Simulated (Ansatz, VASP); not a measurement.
Al in VASP and in Ansatz

```
CELL_PARAMETERS angstrom
-1.59122 1.59122 1.59122
1.59122 -1.59122 1.59122
1.59122 1.59122 -1.59122
ATOMIC_POSITIONS crystal
Al 0.00000 0.00000 0.00000
```

Alike in both runs: task relaxation of cell and atoms; functional BLYP; dispersion D3(BJ); k mesh 15 × 15 × 15; no spin polarisation.

|  | VASP | Ansatz |
| --- | --- | --- |
| version | VASP 6.6.1 | Ansatz 0.2.0 |
| potentials or method | VASP PAW PBE potentials, release 64 (Al) | plane waves, PAW |
| plane-wave cutoff (eV) | 600 | 420 |
| occupations | gaussian, width 0.1 eV | gaussian |
| valence electrons in the cell | 3 | 3 |

Ansatz gave:

- relaxed volume (Å³/atom): 15.95
- relaxed cell length with the largest relative difference (Å): 2.747

Q: Estimate VASP's values.

A: Relaxed volume (Å³/atom): 15.99; relaxed cell length with the largest relative difference (Å): 2.749.

VASP's potentials were made for PBE, not for BLYP.
